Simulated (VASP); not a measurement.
A run of VASP 6.6.1 is set up as follows.

File INCAR:

```
  PREC = Accurate
  ENCUT = 520
  EDIFF = 1E-7
  ISMEAR = 0
  SIGMA = 0.15
  LREAL = False
  LASPH = True
  NELM = 150
  ALGO = Fast
  ISIF = 2
  LWAVE = False
  LCHARG = True
  ISPIN = 2
  MAGMOM = 1.86 1.86
  LORBIT = 11
  LMAXMIX = 4
  GGA = PE
  LELF = True
  LVHAR = True
  NBANDS = 20
```

Contents of KPOINTS:

```
regular mesh
0
Gamma
  21 21 12
```

POSCAR

```
Co
1.0
    2.4310000000      0.0000000000      0.0000000000
   -1.2155000000      2.1053077566      0.0000000000
    0.0000000000      0.0000000000      3.8306000000
Co
2
Direct
    0.3333333333      0.6666666667      0.2500000000
    0.6666666667      0.3333333333      0.7500000000
```

Potentials or basis: VASP PAW PBE potentials, release 64 (Co).

Launch:

```console
$ cat potpaw_PBE.64/Co/POTCAR > POTCAR
$ mpirun -np 1 vasp_std > vasp.out
```

Q: Predict the site moments.

A: Co +1.52 μB.

Q: Predict the net moment.

A: 3.03 μB per cell.

Stress tensor (GPa, compression positive):
```
23.29  0.00  0.00
 0.00 23.29  0.00
 0.00  0.00 33.43
```
